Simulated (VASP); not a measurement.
The system is VH.

```
CELL_PARAMETERS angstrom
2.73558 0.00000 0.00000
-1.36779 2.36908 0.00000
0.00000 0.00000 4.93597
ATOMIC_POSITIONS crystal
V 0.00000 0.00000 0.00000
V 0.00000 0.00000 0.50000
H 0.66667 0.33333 0.75000
H 0.33333 0.66667 0.25000
```

| Item | Value |
| --- | --- |
| Program | VASP 6.6.1 |
| Task | relaxation of cell and atoms |
| Functional | PBEsol |
| Potentials or basis | VASP PAW PBE potentials, release 64 (V_sv, H) |
| Cutoff | 600 eV |
| k mesh | 10 × 10 × 5 |
| Occupations | methfessel-paxton, width 0.02 eV |
| Spin | collinear spin, ferromagnetic start |
| Starting moments | [1.5, 1.5, 0.0, 0.0] μB |

At the start: pressure -7.0 GPa; volume 8.00 Å³/atom.

Question: Where does the relaxation end?

Answer: Over 4 steps the energy falls by 7.4 meV/atom and the volume is 7.68 Å³/atom (-4.0 %); space group P6_3/mmc (No. 194, to 0.1 Å) before and after; moment 0.15 μB per cell.

The path:
| step | energy change (eV) | largest force (eV/Å) | pressure (GPa) | volume (Å³) |
| --- | --- | --- | --- | --- |
| 1 | 0.0000 | 0.0000 | -6.96 | 31.99 |
| 2 | -0.0273 | 0.0000 | 1.92 | 30.41 |
| 3 | -0.0291 | 0.0000 | 0.06 | 30.71 |
| 4 | -0.0294 | 0.0000 | 0.10 | 30.70 |

Final structure:
```
V H
1.0
     2.70374    0.00000    0.00000
    -1.35187    2.34151    0.00000
     0.00000    0.00000    4.84997
V H
2 2
Cartesian
  1.3519 2.3415 0.0000
  1.3519 2.3415 2.4250
  1.3519 0.7805 3.6375
  0.0000 1.5610 1.2125
```

Caveat: the PAW data sets were made with another functional, which shifts forces and pressure a little.
